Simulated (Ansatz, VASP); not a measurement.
**C: VASP beside Ansatz**

```
CELL_PARAMETERS angstrom
-2.41369 2.38493 2.37741
2.40757 -2.42913 2.41549
2.42780 2.44324 -2.42161
ATOMIC_POSITIONS crystal
C 0.32151 0.01773 0.98223
C 0.66406 0.69863 0.66412
C 0.03820 0.32283 0.03897
C 0.94140 0.96685 0.31072
C 0.97882 0.66217 0.97064
C 0.34401 0.32014 0.32884
C 0.70543 0.02375 0.02403
C 0.00657 0.98791 0.68045
```

Change from the starting cell: all atoms moved at random (sigma 0.1 Å a component), cell strained at random (sigma 0.01).

Alike in both runs: task single point; functional LDA; k mesh 8 × 8 × 8; occupations gaussian, width 0.05 eV; no spin polarisation.

|  | VASP | Ansatz |
| --- | --- | --- |
| version | VASP 6.6.1 | Ansatz 0.2.0 |
| potentials or method | VASP PAW LDA potentials, release 64 (C), cutoff 520 eV | scalar-relativistic, plane waves, PAW |
| valence electrons in the cell | 32 | 32 |

|  | VASP | Ansatz | Ansatz less VASP |
| --- | --- | --- | --- |
| gap on the k mesh at the Fermi level (eV) | 1.37 | 1.37 | +0.006 |
| least direct gap on the mesh (eV) | 2.05 | 2.06 | +0.013 |
| pressure (GPa) | 12.8 | 11.7 | -1.17 |
| traceless stress, the component that is largest in VASP (GPa) | 24.40 | 24.20 | -0.201 |
| rms of the force components (eV/Å) | 3.393 | 3.367 | -0.0260 |

LDA's correlation is that of Perdew and Zunger in VASP and of Perdew and Wang (1992) in Ansatz. Atom by atom the forces differ by 0.047 eV/Å (rms over components).
